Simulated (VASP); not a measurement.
# ZnSe (Fm-3m) in VASP: single point with HSE06

Aim: the single point of ZnSe with HSE06.

Everything below comes from runs of VASP 6.6.1. Logs are shortened: lines on timing, memory, paths and dates and some standing lists are left out, and cuts for length are marked.

## (1) The cell of the first run

Symmetry: Fm-3m, No. 225, cubic system. The conventional cell has a = 5.318 Å, b = 5.318 Å, c = 5.318 Å, α = 90.00°, β = 90.00°, γ = 90.00°. Zn (site symmetry m-3m) has 6 Se at 2.66 Å within 3.5 Å. Se (site symmetry m-3m) has 6 Zn at 2.66 Å within 3.5 Å.

## (2) Single point, HSE06

POSCAR

```
ZnSe
1.0
    0.0000000000      2.6587577905      2.6587577905
    2.6587577905      0.0000000000      2.6587577905
    2.6587577905      2.6587577905      0.0000000000
Zn Se
1 1
Direct
    0.0000000000      0.0000000000      0.0000000000
    0.5000000000      0.5000000000      0.5000000000
```

INCAR.step1

```
SYSTEM = ZnSe
PREC = Accurate
ENCUT = 520
EDIFF = 1E-5
ISMEAR = -1
SIGMA = 0.02
LREAL = .False.
LASPH = .True.
NELM = 80
ALGO = Normal
ISIF = 2
LWAVE = .True.
LCHARG = .False.
GGA = PE
NBANDS = 16
```

INCAR.step2

```
SYSTEM = ZnSe
PREC = Accurate
ENCUT = 520
EDIFF = 1E-6
ISMEAR = -1
SIGMA = 0.02
LREAL = .False.
LASPH = .True.
NELM = 80
ALGO = Normal
ISIF = 2
LWAVE = .False.
LCHARG = .False.
GGA = PE
LHFCALC = .True.
HFSCREEN = 0.2079
PRECFOCK = Normal
ISTART = 1
NBANDS = 16
```

KPOINTS

```
Automatic mesh
0
Gamma
  4 4 4
  0 0 0
```

Potentials or basis: VASP PAW PBE potentials, release 64 (Zn, Se).

Command:

```
$ cat potpaw_PBE.64/Zn/POTCAR potpaw_PBE.64/Se/POTCAR > POTCAR
$ cp INCAR.step1 INCAR
$ mpirun -np 1 vasp_std > vasp.out
$ cp INCAR.step2 INCAR
$ mpirun -np 1 vasp_std > vasp.out
```

OUTCAR:

```text
SYSTEM = ZnSe
   PREC = Accurate
   ENCUT = 520
   EDIFF = 1E-6
   ISMEAR = -1
   LREAL = .False.
   LASPH = .True.
   NELM = 80
   ISIF = 2
   GGA = PE
   LHFCALC = .True.
   HFSCREEN = 0.2079
   PRECFOCK = Normal
   ISTART = 1

 ion  position               nearest neighbor table
   1  0.000  0.000  0.000-   2 2.66   2 2.66   2 2.66   2 2.66   2 2.66   2 2.66
   2  0.500  0.500  0.500-   1 2.66   1 2.66   1 2.66   1 2.66   1 2.66   1 2.66

  LATTYP: Found a face centered cubic cell.
 ALAT       =     5.3175155810

  Lattice vectors:

 A1 = (   0.0000000000,   2.6587577905,   2.6587577905)
 A2 = (   2.6587577905,   0.0000000000,   2.6587577905)
 A3 = (   2.6587577905,   2.6587577905,   0.0000000000)

Analysis of symmetry for initial positions (statically):
=====================================================================
 Subroutine PRICEL returns:
 Original cell was already a primitive cell.

 Routine SETGRP: Setting up the symmetry group for a
 face centered cubic supercell.

 Subroutine GETGRP returns: Found 48 space group operations
 (whereof 48 operations were pure point group operations)
 out of a pool of 48 trial point group operations.

The static configuration has the point symmetry O_h .

Analysis of symmetry for dynamics (positions and initial velocities):
=====================================================================
 Subroutine PRICEL returns:
 Original cell was already a primitive cell.

 Routine SETGRP: Setting up the symmetry group for a
 face centered cubic supercell.

 Subroutine GETGRP returns: Found 48 space group operations
 (whereof 48 operations were pure point group operations)
 out of a pool of 48 trial point group operations.

The dynamic configuration has the point symmetry O_h .

 Subroutine INISYM returns: Found 48 space group operations
 (whereof 48 operations are pure point group operations),
 and found     1 'primitive' translations

----------------------------------------------------------------------------------------

                                     Primitive cell

  volume of cell :      37.5895

  direct lattice vectors                    reciprocal lattice vectors
     0.000000000  2.658757791  2.658757791    -0.188057747  0.188057747  0.188057747
     2.658757791  0.000000000  2.658757791     0.188057747 -0.188057747  0.188057747
     2.658757791  2.658757791  0.000000000     0.188057747  0.188057747 -0.188057747

  length of vectors
     3.760051326  3.760051326  3.760051326     0.325725573  0.325725573  0.325725573

  position of ions in fractional coordinates (direct lattice)
     0.000000000  0.000000000  0.000000000
     0.500000000  0.500000000  0.500000000

  ion indices of the primitive-cell ions
   primitive index   ion index
                 1           1
                 2           2

----------------------------------------------------------------------------------------

 KPOINTS: Automatic mesh

Automatic generation of k-mesh.
 Grid dimensions read from file:
 generate k-points for:    4    4    4

 Generating k-lattice:

  Cartesian coordinates                     Fractional coordinates (reciprocal lattice)
    -0.047014437  0.047014437  0.047014437     0.250000000  0.000000000  0.000000000
     0.047014437 -0.047014437  0.047014437     0.000000000  0.250000000  0.000000000
     0.047014437  0.047014437 -0.047014437     0.000000000  0.000000000  0.250000000

  Length of vectors
     0.081431393  0.081431393  0.081431393

  Shift w.r.t. Gamma in fractional coordinates (k-lattice)
     0.000000000  0.000000000  0.000000000

 Subroutine IBZKPT returns following result:
 ===========================================

 Found      8 irreducible k-points:

 Following reciprocal coordinates:
            Coordinates               Weight
  0.000000  0.000000  0.000000      1.000000
  0.250000  0.000000  0.000000      8.000000
  0.500000  0.000000  0.000000      4.000000
  0.250000  0.250000  0.000000      6.000000
  0.500000  0.250000  0.000000     24.000000
 -0.250000  0.250000  0.000000     12.000000
  0.500000  0.500000  0.000000      3.000000
 -0.250000  0.500000  0.250000      6.000000
   k-points           NKPTS =      8   k-points in BZ     NKDIM =     64   number of bands    NBANDS=     16
   number of dos      NEDOS =    301   number of ions     NIONS =      2
   total plane-waves  NPLWV =  21952
   dimension x,y,z NGX =    28 NGY =   28 NGZ =   28
   dimension x,y,z NGXF=    56 NGYF=   56 NGZF=   56
   ions per type =               1   1
   NGX,Y,Z   is equivalent  to a cutoff of  12.38, 12.38, 12.38 a.u.
   NGXF,Y,Z  is equivalent  to a cutoff of  24.76, 24.76, 24.76 a.u.
 SYSTEM =  ZnSe
   PREC   = accura    normal or accurate (medium, high low for compatibility)
   ISTART =      1    job   : 0-new  1-cont  2-samecut
   ICHARG =      0    charge: 1-file 2-atom 10-const
   ISPIN  =      1    spin polarized calculation?
   LNONCOLLINEAR =      F non collinear calculations
   LSORBIT =      F    spin-orbit coupling
   LASPH  =      T    aspherical Exc in radial PAW
   ENCUT  =  520.0 eV  38.22 Ry    6.18 a.u.   6.99  6.99  6.99*2*pi/ulx,y,z
   NELM   =     80;   NELMIN=  2; NELMDL=  0     # of ELM steps
   EDIFF  = 0.1E-05   stopping-criterion for ELM
   LREAL  =      F    real-space projection
   EDIFFG = 0.1E-04   stopping-criterion for IOM
   NSW    =      0    number of steps for IOM
   IBRION =     -1    ionic relax: 0-MD 1-quasi-New 2-CG
   NFREE  =      0    steps in history (QN), initial steepest desc. (CG)
   ISIF   =      2    stress and relaxation
   ISYM   =      3    0-nonsym 1-usesym 2-fastsym
   POTIM  = 0.5000    time-step for ionic-motion
   TEBEG  =    0.0;   TEEND  =   0.0 temperature during run
   PSTRESS=    0.0 pullay stress
   NELECT =      18.0000    total number of electrons
   NUPDOWN=      -1.0000    fix difference up-down
   EMIN   =  10.00;   EMAX   =-10.00  energy-range for DOS
   EFERMI =   0.00;   METHOD = LEGACY
   ISMEAR =    -1;   SIGMA  =   0.02  broadening in eV -4-tet -1-fermi 0-gaus
   EFERMI_NEDOS =   21; number of points for ismear=-14 and -15
   IALGO  =     38    algorithm
   IMIX   =      1    mixing-type and parameters
     AMIX     =   0.40;   BMIX     =  1.00
     AMIX_MAG =   1.60;   BMIX_MAG =  1.00
  volume/ion in A,a.u.               =      18.79       126.83
  Fermi-wavevector in a.u.,A,eV,Ry     =   1.280787  2.420336 22.319204  1.640415
  Thomas-Fermi vector in A             =   2.413195
   LORBIT       =      0    0 simple, 1 ext, 2 COOP (PROOUT), +10 PAW based schemes
   GGA     = PE    functional components
   LHFCALC =     T    Hartree Fock is set to
   PRECFOCK=normal    Normal, Fast or Accurate (Low or Medium for compatibility)
   ENCUT4O =  -1.0   cutoff for four orbital integrals eV
   NKREDX  =     1    reduce k-point grid by
   NKREDY  =     1    reduce k-point grid by
   NKREDZ  =     1    reduce k-point grid by
   AEXX    =    0.2500 exact exchange contribution
   HFSCREEN=    0.2079 screening length (either q_TF or 0.3 A-1)
   HFSCREENC=   0.2079 screening length for correlation (either q_TF or 0.3 A-1)
   ENCUTFOCK=  -1.0 apply spherical cutoff to Coloumb kernel
   IVDW    =     0    specifies the selected vdW correction
   LEPSILON=     F    determine dielectric tensor
   LRPA    =     F    only Hartree local field effects (RPA)
 non-spin polarized calculation
  energy-cutoff  :      520.00
  volume of cell :       37.59
 maximum number of plane-waves:      1036
  NGX = 24; NGY = 24; NGZ = 24

 number of electron      18.0000019 magnetization

 Free energy of the ion-electron system (eV)
  ---------------------------------------------------
  ext. energy  EPLUGINS =         0.00000000
  ---------------------------------------------------
  free energy    TOTEN  =        -6.63375941 eV

  energy without entropy =       -6.63043810  energy(sigma->0) =       -6.63209875

 E-fermi :   2.6928     XC(G=0):  -8.6986

 val. band max:        2.6828094965   @ k =   0.5000   0.0000   0.0000
 cond. band min:       4.7676952353   @ k =   0.0000   0.0000   0.0000
 fundamental gap:      2.0848857388
 Fermi energy:         2.6928093662

 k-point     1 :       0.0000    0.0000    0.0000
  band No.  band energies     occupation
      1     -12.4221      2.00000
      2      -5.6729      2.00000
      3      -5.6729      2.00000
      4      -5.6281      2.00000
      5      -5.6281      2.00000
      6      -5.6281      2.00000
      7       2.3532      2.00000
      8       2.3532      2.00000
      9       2.3533      2.00000
     10       4.7677      0.00000
     11      12.4078      0.00000
     12      12.4078      0.00000
     13      12.4078      0.00000
     14      14.2430      0.00000
     15      14.2430      0.00000
     16      14.2431      0.00000

 k-point     2 :       0.2500    0.0000    0.0000
  band No.  band energies     occupation
      1     -11.7490      2.00000
      2      -5.7754      2.00000
      3      -5.7754      2.00000
      4      -5.6862      2.00000
      5      -5.5785      2.00000
      6      -5.5785      2.00000
      7      -1.4312      2.00000
      8       2.4808      1.99995
      9       2.4810      1.99995
     10       7.2159      0.00000
     11      10.4479      0.00000
     12      10.4480      0.00000
     13      10.8293      0.00000
     14      13.7960      0.00000
     15      14.4657      0.00000
     16      14.4658      0.00000

 k-point     3 :       0.5000    0.0000    0.0000
  band No.  band energies     occupation
      1     -10.8047      2.00000
      2      -5.9093      2.00000
      3      -5.8797      2.00000
      4      -5.8797      2.00000
      5      -5.5240      2.00000
      6      -5.5239      2.00000
      7      -3.7002      2.00000
      8       2.6823      1.25627
      9       2.6828      1.24492
     10       7.0378      0.00000
     11       8.7958      0.00000
     12       8.7959      0.00000
     13      10.6844      0.00000
     14      16.6299      0.00000
     15      18.4189      0.00000
     16      18.4189      0.00000

 k-point     4 :       0.2500    0.2500    0.0000
  band No.  band energies     occupation
      1     -11.5749      2.00000
      2      -5.8204      2.00000
      3      -5.6736      2.00000
      4      -5.6440      2.00000
      5      -5.5725      2.00000
      6      -5.5725      2.00000
      7      -0.5775      2.00000
      8       1.1650      2.00000
      9       1.1651      2.00000
     10       5.9696      0.00000
     11       9.7223      0.00000
     12      10.9890      0.00000
     13      13.4268      0.00000
     14      13.4268      0.00000
     15      16.9594      0.00000
     16      18.0281      0.00000

 k-point     5 :       0.5000    0.2500    0.0000
  band No.  band energies     occupation
      1     -10.7394      2.00000
      2      -5.7531      2.00000
      3      -5.7222      2.00000
      4      -5.6745      2.00000
      5      -5.5089      2.00000
      6      -5.4779      2.00000
      7      -2.7959      2.00000
      8      -0.0296      2.00000
      9       1.1870      2.00000
     10       5.3820      0.00000
     11      10.2442      0.00000
     12      11.7861      0.00000
     13      12.3804      0.00000
     14      14.9640      0.00000
     15      18.9480      0.00000
     16      19.0803      0.00000

 k-point     6 :      -0.2500    0.2500    0.0000
  band No.  band energies     occupation
      1     -10.9666      2.00000
      2      -5.8479      2.00000
      3      -5.8410      2.00000
      4      -5.6622      2.00000
      5      -5.5488      2.00000
      6      -5.4990      2.00000
      7      -2.3642      2.00000
      8      -0.3342      2.00000
      9       2.4918      1.99991
     10       7.3136      0.00000
     11       9.8398      0.00000
     12       9.9377      0.00000
     13      11.7192      0.00000
     14      14.7716      0.00000
     15      17.2712      0.00000
     16      18.0076      0.00000

 k-point     7 :       0.5000    0.5000    0.0000
  band No.  band energies     occupation
      1     -10.6457      2.00000
      2      -5.7201      2.00000
      3      -5.6154      2.00000
      4      -5.4833      2.00000
      5      -5.4833      2.00000
      6      -5.0846      2.00000
      7      -2.7621      2.00000
      8       0.1490      2.00000
      9       0.1490      2.00000
     10       2.5402      1.99903
     11       8.5293      0.00000
     12      15.8024      0.00000
     13      15.8024      0.00000
     14      16.1296      0.00000
     15      19.0849      0.00000
     16      20.7712      0.00000

 k-point     8 :      -0.2500    0.5000    0.2500
  band No.  band energies     occupation
      1     -10.5172      2.00000
      2      -5.7890      2.00000
      3      -5.6456      2.00000
      4      -5.6455      2.00000
      5      -5.4833      2.00000
      6      -5.2010      2.00000
      7      -1.4937      2.00000
      8      -1.4937      2.00000
      9      -1.1688      2.00000
     10       6.8402      0.00000
     11       9.8860      0.00000
     12      12.0105      0.00000
     13      12.0106      0.00000
     14      17.3714      0.00000
     15      17.3714      0.00000
     16      20.8826      0.00000

------------------------ aborting loop because EDIFF is reached ----------------------------------------

  FORCE on cell =-STRESS in cart. coord.  units (eV):
  Direction    XX          YY          ZZ          XY          YZ          ZX
  --------------------------------------------------------------------------------------
  -------------------------------------------------------------------------------------
  Total        0.3395395      0.3395395      0.3395395     -0.0000000      0.0000000      0.0000000
  in kB       14.4721995     14.4721995     14.4721995     -0.0000000      0.0000000      0.0000000
  external PRESSURE =      14.4721995 kB  Pullay stress =       0.0000000 kB

 VOLUME and BASIS-vectors are now :
 -----------------------------------------------------------------------------
  energy-cutoff  :      520.00
  volume of cell :       37.59
      direct lattice vectors                 reciprocal lattice vectors
     0.000000000  2.658757791  2.658757791    -0.188057747  0.188057747  0.188057747
     2.658757791  0.000000000  2.658757791     0.188057747 -0.188057747  0.188057747
     2.658757791  2.658757791  0.000000000     0.188057747  0.188057747 -0.188057747

 POSITION                                       TOTAL-FORCE (eV/Angst)
 -----------------------------------------------------------------------------------
      0.00000      0.00000      0.00000        -0.000000     -0.000000      0.000000
      2.65876      2.65876      2.65876         0.000000      0.000000     -0.000000
 -----------------------------------------------------------------------------------
    total drift:                               -0.000001     -0.000002     -0.000002

  FREE ENERGIE OF THE ION-ELECTRON SYSTEM (eV)
  ---------------------------------------------------
  free  energy   TOTEN  =        -6.6337594050 eV

  energy  without entropy=       -6.6304381035  energy(sigma->0) =       -6.63209875
```

It took 17 min on 1 thread of AMD EPYC, shared host; peak memory 0.24 GiB.

Results:

| Property | Result |
| --- | --- |
| Free energy | -6.6338 eV |
| Pressure | 1.4 GPa |
| Band gap on the k mesh | zero (bands 9 and 10 overlap by 0.14 eV) |

Caveat: the k points lie up to 0.51 Å⁻¹ apart; the PAW data sets were made with another functional, which shifts forces and pressure a little.
